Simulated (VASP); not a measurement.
# Cd6Te (P6/mmm) in VASP: relaxation of cell and atoms with PBE

Aim: the relaxation of cell and atoms of Cd6Te with PBE.

Program: VASP 6.6.1. These are calculated values, not measurements. Logs are shortened: lines on timing, memory, paths and dates and some standing lists are left out, and cuts for length are marked.

## 1. The cell of the first run

The structure is hexagonal, space group P6/mmm (No. 191). The conventional cell has a = 6.212 Å, b = 6.212 Å, c = 5.635 Å, α = 90.00°, β = 90.00°, γ = 120.00°. Cd (site symmetry mmm) has 10 Cd at 3.11 to 3.34 Å within 4.1 Å. Within 3.7 Å of Cd (site symmetry 6/mmm) lie 2 Te at 2.82 Å and 6 Cd at 3.11 Å. Cd (site symmetry -6m2) has 9 Cd at 3.34 to 3.59 Å and 3 Te at 3.59 Å within 4.4 Å. Within 3.7 Å of Te (site symmetry 6/mmm) lie 8 Cd at 2.82 to 3.59 Å.

## 2. Relaxation of cell and atoms, PBE

INCAR

```
SYSTEM = Cd6Te
  PREC = Accurate
  ENCUT = 600
  EDIFF = 1E-6
  ISMEAR = 0
  SIGMA = 0.1
  LREAL = .False.
  LASPH = .True.
  NELM = 100
  ALGO = Fast
  ISIF = 3
  LWAVE = .False.
  LCHARG = .False.
  GGA = PE
  IBRION = 2
  NSW = 100
  EDIFFG = -0.01
```

KPOINTS

```
regular mesh
0
Gamma
  6 6 6
  0 0 0
```

POSCAR

```
Cd6Te
1.0
    6.2116584300      0.0000000000      0.0000000000
   -3.1058292150      5.3794540000      0.0000000000
    0.0000000000      0.0000000000      5.6349370200
Cd Te
6 1
Direct
    0.5000000000      0.0000000000      0.0000000000
    0.0000000000      0.5000000000      0.0000000000
    0.5000000000      0.5000000000      0.0000000000
    0.0000000000      0.0000000000      0.0000000000
    0.3333333333      0.6666666667      0.5000000000
    0.6666666667      0.3333333333      0.5000000000
    0.0000000000      0.0000000000      0.5000000000
```

Potentials or basis: VASP PAW PBE potentials, release 64 (Cd, Te).

The run is started by

```
$ cat potpaw_PBE.64/Cd/POTCAR potpaw_PBE.64/Te/POTCAR > POTCAR
$ mpirun -np 1 vasp_std > vasp.out
```

OUTCAR:

```text
SYSTEM = Cd6Te
   PREC = Accurate
   ENCUT = 600
   EDIFF = 1E-6
   ISMEAR = 0
   LREAL = .False.
   LASPH = .True.
   NELM = 100
   ISIF = 3
   GGA = PE
   IBRION = 2
   NSW = 100
   EDIFFG = -0.01

 ion  position               nearest neighbor table
   1  0.500  0.000  0.000-   2 3.11   3 3.11   3 3.11   2 3.11   4 3.11   4 3.11   6 3.34   5 3.34
                             6 3.34   5 3.34
   2  0.000  0.500  0.000-   1 3.11   4 3.11   4 3.11   1 3.11   3 3.11   3 3.11   6 3.34   5 3.34
                             6 3.34   5 3.34
   3  0.500  0.500  0.000-   1 3.11   4 3.11   1 3.11   4 3.11   2 3.11   2 3.11   6 3.34   5 3.34
                             6 3.34   5 3.34
   4  0.000  0.000  0.000-   7 2.82   7 2.82   2 3.11   3 3.11   2 3.11   3 3.11   1 3.11   1 3.11

   5  0.333  0.667  0.500-   1 3.34   1 3.34   2 3.34   2 3.34   3 3.34   3 3.34   6 3.59   7 3.59
                             6 3.59   7 3.59   7 3.59   6 3.59
   6  0.667  0.333  0.500-   1 3.34   1 3.34   2 3.34   2 3.34   3 3.34   3 3.34   5 3.59   5 3.59
                             7 3.59   7 3.59   7 3.59   5 3.59
   7  0.000  0.000  0.500-   4 2.82   4 2.82   6 3.59   5 3.59   5 3.59   6 3.59   6 3.59   5 3.59

  LATTYP: Found a hexagonal cell.
 ALAT       =     6.2116584300
 C/A-ratio  =     0.9071550027

  Lattice vectors:

 A1 = (   6.2116584300,   0.0000000000,   0.0000000000)
 A2 = (  -3.1058292150,   5.3794540000,   0.0000000000)
 A3 = (   0.0000000000,   0.0000000000,   5.6349370200)

Analysis of symmetry for initial positions (statically):
=====================================================================
 Subroutine PRICEL returns:
 Original cell was already a primitive cell.

 Routine SETGRP: Setting up the symmetry group for a
 hexagonal supercell.

 Subroutine GETGRP returns: Found 24 space group operations
 (whereof 24 operations were pure point group operations)
 out of a pool of 24 trial point group operations.

The static configuration has the point symmetry D_6h.

Analysis of symmetry for dynamics (positions and initial velocities):
=====================================================================
 Subroutine PRICEL returns:
 Original cell was already a primitive cell.

 Routine SETGRP: Setting up the symmetry group for a
 hexagonal supercell.

 Subroutine GETGRP returns: Found 24 space group operations
 (whereof 24 operations were pure point group operations)
 out of a pool of 24 trial point group operations.

The dynamic configuration has the point symmetry D_6h.

 Subroutine INISYM returns: Found 24 space group operations
 (whereof 24 operations are pure point group operations),
 and found     1 'primitive' translations

----------------------------------------------------------------------------------------

                                     Primitive cell

  volume of cell :     188.2933

  direct lattice vectors                    reciprocal lattice vectors
     6.211658430  0.000000000  0.000000000     0.160987603  0.092946236  0.000000000
    -3.105829215  5.379454000  0.000000000     0.000000000  0.185892472  0.000000000
     0.000000000  0.000000000  5.634937020     0.000000000  0.000000000  0.177464273

  length of vectors
     6.211658430  6.211658430  5.634937020     0.185892472  0.185892472  0.177464273

  position of ions in fractional coordinates (direct lattice)
     0.500000000  0.000000000  0.000000000
     0.000000000  0.500000000  0.000000000
     0.500000000  0.500000000  0.000000000
     0.000000000  0.000000000  0.000000000
     0.333333333  0.666666667  0.500000000
     0.666666667  0.333333333  0.500000000
     0.000000000  0.000000000  0.500000000

  ion indices of the primitive-cell ions
   primitive index   ion index
                 1           1
                 2           2
                 3           3
                 4           4
                 5           5
                 6           6
                 7           7

----------------------------------------------------------------------------------------

 KPOINTS: regular mesh

Automatic generation of k-mesh.
 Grid dimensions read from file:
 generate k-points for:    6    6    6

 Generating k-lattice:

  Cartesian coordinates                     Fractional coordinates (reciprocal lattice)
     0.026831267  0.015491039  0.000000000     0.166666667  0.000000000  0.000000000
     0.000000000  0.030982079  0.000000000     0.000000000  0.166666667  0.000000000
     0.000000000  0.000000000  0.029577379     0.000000000  0.000000000  0.166666667

  Length of vectors
     0.030982079  0.030982079  0.029577379

  Shift w.r.t. Gamma in fractional coordinates (k-lattice)
     0.000000000  0.000000000  0.000000000

 Subroutine IBZKPT returns following result:
 ===========================================

 Found     28 irreducible k-points:

 Following reciprocal coordinates:
            Coordinates               Weight
  0.000000  0.000000  0.000000      1.000000
  0.166667 -0.000000  0.000000      6.000000
  0.333333 -0.000000  0.000000      6.000000
  0.500000 -0.000000  0.000000      3.000000
  0.166667  0.166667  0.000000      6.000000
  0.333333  0.166667  0.000000     12.000000
[... 16 lines left out ...]
  0.166667 -0.000000  0.500000      6.000000
  0.333333 -0.000000  0.500000      6.000000
 [... further k-points ...]
   k-points           NKPTS =     28   k-points in BZ     NKDIM =     28   number of bands    NBANDS=     46
   number of dos      NEDOS =    301   number of ions     NIONS =      7
   total plane-waves  NPLWV = 120000
   dimension x,y,z NGX =    50 NGY =   50 NGZ =   48
   dimension x,y,z NGXF=   100 NGYF=  100 NGZF=   96
   ions per type =               6   1
   NGX,Y,Z   is equivalent  to a cutoff of  13.38, 13.38, 14.16 a.u.
   NGXF,Y,Z  is equivalent  to a cutoff of  26.76, 26.76, 28.32 a.u.
 SYSTEM =  Cd6Te
   PREC   = accura    normal or accurate (medium, high low for compatibility)
   ISTART =      0    job   : 0-new  1-cont  2-samecut
   ICHARG =      2    charge: 1-file 2-atom 10-const
   ISPIN  =      1    spin polarized calculation?
   LNONCOLLINEAR =      F non collinear calculations
   LSORBIT =      F    spin-orbit coupling
   LASPH  =      T    aspherical Exc in radial PAW
   ENCUT  =  600.0 eV  44.10 Ry    6.64 a.u.  12.41 12.41 11.25*2*pi/ulx,y,z
   NELM   =    100;   NELMIN=  2; NELMDL= -5     # of ELM steps
   EDIFF  = 0.1E-05   stopping-criterion for ELM
   LREAL  =      F    real-space projection
   EDIFFG = -.1E-01   stopping-criterion for IOM
   NSW    =    100    number of steps for IOM
   IBRION =      2    ionic relax: 0-MD 1-quasi-New 2-CG
   NFREE  =      1    steps in history (QN), initial steepest desc. (CG)
   ISIF   =      3    stress and relaxation
   ISYM   =      2    0-nonsym 1-usesym 2-fastsym
   POTIM  = 0.5000    time-step for ionic-motion
   TEBEG  =    0.0;   TEEND  =   0.0 temperature during run
   PSTRESS=    0.0 pullay stress
   NELECT =      78.0000    total number of electrons
   NUPDOWN=      -1.0000    fix difference up-down
   EMIN   =  10.00;   EMAX   =-10.00  energy-range for DOS
   EFERMI =   0.00;   METHOD = LEGACY
   ISMEAR =     0;   SIGMA  =   0.10  broadening in eV -4-tet -1-fermi 0-gaus
   EFERMI_NEDOS =   21; number of points for ismear=-14 and -15
   IALGO  =     68    algorithm
   IMIX   =      4    mixing-type and parameters
     AMIX     =   0.40;   BMIX     =  1.00
     AMIX_MAG =   1.60;   BMIX_MAG =  1.00
  volume/ion in A,a.u.               =      26.90       181.52
  Fermi-wavevector in a.u.,A,eV,Ry     =   1.220379  2.306182 20.263498  1.489325
  Thomas-Fermi vector in A             =   2.355599
   LORBIT       =      0    0 simple, 1 ext, 2 COOP (PROOUT), +10 PAW based schemes
   GGA     = PE    functional components
   LHFCALC =     F    Hartree Fock is set to
   AEXX    =    0.0000 exact exchange contribution
   IVDW    =     0    specifies the selected vdW correction
   LEPSILON=     F    determine dielectric tensor
   LRPA    =     F    only Hartree local field effects (RPA)
 conjugate gradient relaxation of ions
 non-spin polarized calculation
 RMM-DIIS sequential band-by-band and
 Gauss-broadening in eV      SIGMA  =   0.10
  energy-cutoff  :      600.00
  volume of cell :      188.29
 maximum number of plane-waves:      6334
 NGX is ok and might be reduce to    50
   NGX = 25   NGY = 25   NGZ = 23

--------------------------------------- Ionic step        1  -------------------------------------------

 number of electron      78.0000004 magnetization

 Free energy of the ion-electron system (eV)
  ---------------------------------------------------
  ext. energy  EPLUGINS =         0.00000000
  ---------------------------------------------------
  free energy    TOTEN  =        -7.01630075 eV

  energy without entropy =       -6.99924649  energy(sigma->0) =       -7.00777362

------------------------ aborting loop because EDIFF is reached ----------------------------------------

  FORCE on cell =-STRESS in cart. coord.  units (eV):
  Direction    XX          YY          ZZ          XY          YZ          ZX
  --------------------------------------------------------------------------------------
  -------------------------------------------------------------------------------------
  Total       -1.4821476     -1.4821476      1.5186472     -0.0000000     -0.0000000      0.0000000
  in kB      -12.6115134    -12.6115134     12.9220869     -0.0000000     -0.0000000      0.0000000
  external PRESSURE =      -4.1003133 kB  Pullay stress =       0.0000000 kB
[... 28 lines left out ...]
--------------------------------------- Ionic step        2  -------------------------------------------

 number of electron      78.0000014 magnetization

 E-fermi :   2.4180     XC(G=0):  -9.9805

 val. band max:        2.3996615289   @ k =   0.1667  -0.0000   0.0000
 cond. band min:       2.4267322143   @ k =   0.3333   0.1667   0.5000
 fundamental gap:      0.0270706854
 Fermi energy:         2.4179942415

 k-point     1 :       0.0000    0.0000    0.0000
  band No.  band energies     occupation
      1      -8.8378      2.00000
      2      -6.9980      2.00000
      3      -6.9665      2.00000
      4      -6.9665      2.00000
      5      -6.7931      2.00000
      6      -6.5898      2.00000
[... 1242 lines left out ...]
  FREE ENERGIE OF THE ION-ELECTRON SYSTEM (eV)
  ---------------------------------------------------
  free  energy   TOTEN  =        -7.1425862628 eV

  energy  without entropy=       -7.1196770329  energy(sigma->0) =       -7.13113165

[... ionic steps 4 to 7 ...]

--------------------------------------- Ionic step        8  -------------------------------------------

 number of electron      77.9999985 magnetization

------------------------ aborting loop because EDIFF is reached ----------------------------------------
[... 77 lines left out ...]
--------------------------------------- Ionic step       10  -------------------------------------------

 number of electron      77.9999981 magnetization

 Free energy of the ion-electron system (eV)
  ---------------------------------------------------
  ext. energy  EPLUGINS =         0.00000000
  ---------------------------------------------------
  free energy    TOTEN  =        -7.17524649 eV

  energy without entropy =       -7.15312578  energy(sigma->0) =       -7.16418614

 E-fermi :   2.6669     XC(G=0): -10.0393

 val. band max:        2.6591877001   @ k =   0.3333   0.3333   0.3333
 cond. band min:       2.6906337165   @ k =   0.0000   0.0000   0.0000
 fundamental gap:      0.0314460164
 Fermi energy:         2.6668649981

 k-point     1 :       0.0000    0.0000    0.0000
  band No.  band energies     occupation
      1      -8.6022      2.00000
      2      -7.2085      2.00000
      3      -7.1604      2.00000
      4      -7.1604      2.00000
      5      -6.9983      2.00000
      6      -6.6504      2.00000
[... 1201 lines left out ...]
  FREE ENERGIE OF THE ION-ELECTRON SYSTEM (eV)
  ---------------------------------------------------
  free  energy   TOTEN  =        -7.1752464908 eV

  energy  without entropy=       -7.1531257811  energy(sigma->0) =       -7.16418614

 reached required accuracy - stopping structural energy minimisation
```

Wall time 23 min (1 thread of AMD EPYC 9R45 (Zen 5), shared host); peak memory 0.48 GiB.

What came out:

- Free energy: -7.1752 eV
- Relaxed volume: 26.24 Å³/atom
- Relaxed cell: a = 5.875 Å, b = 5.875 Å, c = 6.145 Å, α = 90.00°, β = 90.00°, γ = 120.00°
- Space group after relaxing (to 0.05 Å): P6/mmm (No. 191)
- Energy gained by relaxing: 22.7 meV/atom
- Ionic steps: 10
- Pressure after relaxing: 0.0 GPa
- Band gap on the k mesh: zero (band 39 reaches 3.21 eV, above the bottom of band 40 at 2.32 eV)

Step by step:
| step | energy change (eV) | largest force (eV/Å) | pressure (GPa) | volume (Å³) |
| --- | --- | --- | --- | --- |
| 1 | 0.0000 | 0.0000 | -0.41 | 188.29 |
| 2 | -0.0429 | 0.0000 | -0.38 | 186.40 |
| 3 | -0.1263 | 0.0000 | 0.40 | 180.47 |
| 4 | 0.1814 | 0.0000 | 5.69 | 167.68 |
| 5 | -0.1322 | 0.0000 | 0.69 | 179.31 |
| 6 | -0.1335 | 0.0000 | 1.10 | 177.81 |
| 7 | -0.1583 | 0.0000 | 0.22 | 182.52 |
| 8 | -0.1587 | 0.0000 | 0.08 | 183.44 |
| 9 | -0.1587 | 0.0000 | 0.10 | 183.33 |
| 10 | -0.1589 | 0.0000 | -0.01 | 183.70 |

Final structure:
```xyz
7
Lattice="5.8754 0.0000 0.0000 -2.9377 5.0882 0.0000 0.0000 0.0000 6.1447" Properties=species:S:1:pos:R:3 pbc="T T T"
Cd    2.9377    0.0000    0.0000
Cd   -1.4689    2.5441    0.0000
Cd    1.4689    2.5441    0.0000
Cd    0.0000    0.0000    0.0000
Cd    0.0000    3.3922    3.0723
Cd    2.9377    1.6961    3.0723
Te    0.0000    0.0000    3.0723
```

Caveat: spin-orbit coupling is left out, which moves the levels of the heavy elements.
